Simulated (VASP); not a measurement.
Here is a VASP 6.6.1 calculation.

INCAR

```
SYSTEM = Tc
ALGO = Fast
EDIFF = 1E-6
EDIFFG = -0.01
ENCUT = 600
GGA = PS
IBRION = 2
ISIF = 4
ISMEAR = 0
LASPH = .TRUE.
LCHARG = .FALSE.
LREAL = .FALSE.
LWAVE = .FALSE.
NELM = 100
NSW = 60
PREC = Accurate
SIGMA = 0.05
```

File KPOINTS:

```
k-points
0
G
  18 18 10
  0 0 0
```

Contents of POSCAR:

```
Tc
1.0
    2.6873967515      0.0000000000      0.0000000000
   -1.3436983757      2.3273538568      0.0000000000
    0.0000000000      0.0000000000      4.2968786750
Tc
2
Direct
    0.3333333333      0.6666666667      0.2500000000
    0.6666666667      0.3333333333      0.7500000000
```

Potentials or basis: VASP PAW PBE potentials, release 64 (Tc_pv).

Launch:

```bash
$ cat potpaw_PBE.64/Tc_pv/POTCAR > POTCAR
$ mpirun -np 1 vasp_std > vasp.out
```

**Question.** Predict the band gap on the k mesh.

**Answer.** Zero (bands 13 and 14 overlap by 3.75 eV).

Final structure:
```
CELL_PARAMETERS angstrom
2.68641 0.00000 0.00000
-1.34320 2.32650 0.00000
0.00000 0.00000 4.30005
ATOMIC_POSITIONS crystal
Tc 0.33333 0.66667 0.25000
Tc 0.66667 0.33333 0.75000
```
